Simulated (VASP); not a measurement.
Runs of VASP 6.6.1 on Mo. The structure is that of space group P6/mmm (No. 191), or close to it. The cells are those of the table. 

```csv
task,level,potentials or basis,cell,cutoff (eV),gap on the mesh (eV),pressure (GPa),relaxed volume (Å³/atom)
single point,LDA,"VASP PAW LDA potentials, release 64 (Mo_sv)","a = 2.729, b = 2.729, c = 2.464 Å, angles 90.0, 90.0, 120.0°, 1 atom",520,none,1.1,-
single point,PBEsol+D3(BJ),"VASP PAW PBE potentials, release 64 (Mo_sv)","a = 2.718, b = 2.718, c = 2.458 Å, angles 90.0, 90.0, 120.0°, 1 atom",520,none,(a),-
single point,PBEsol,"VASP PAW PBE potentials, release 64 (Mo_sv)","a = 2.746, b = 2.746, c = 2.481 Å, angles 90.0, 90.0, 120.0°, 1 atom",520,none,0.6,-
relaxation of cell and atoms,PBEsol,"VASP PAW PBE potentials, release 64 (Mo_sv)","relaxed from a = 2.736, b = 2.736, c = 2.555 Å, angles 90.0, 90.0, 120.0°, 1 atom",600,none,0.0,(b)
relaxation of cell and atoms,PBEsol+D3(BJ),"VASP PAW PBE potentials, release 64 (Mo_sv)","relaxed from a = 2.736, b = 2.736, c = 2.555 Å, angles 90.0, 90.0, 120.0°, 1 atom",600,none,0.0,15.76
relaxation of cell and atoms,LDA,"VASP PAW LDA potentials, release 64 (Mo_sv)","relaxed from a = 2.736, b = 2.736, c = 2.555 Å, angles 90.0, 90.0, 120.0°, 1 atom",600,none,0.0,15.97
```

Alike in all rows: no spin polarisation; k mesh 11 × 11 × 11; smearing methfessel-paxton 0.15 eV.

Question: Fill in the values left out.

Answer: (a) 0.7; (b) 16.23.

Caveats: the PAW data sets were made with another functional, which shifts forces and pressure a little (some runs); pairwise dispersion overbinds metals, which lowers pressure and volume (some runs).

A k mesh can miss the band edges, and the runs leave out spin-orbit coupling on Mo.

A gap of «none» marks levels without a gap at the run's occupations.
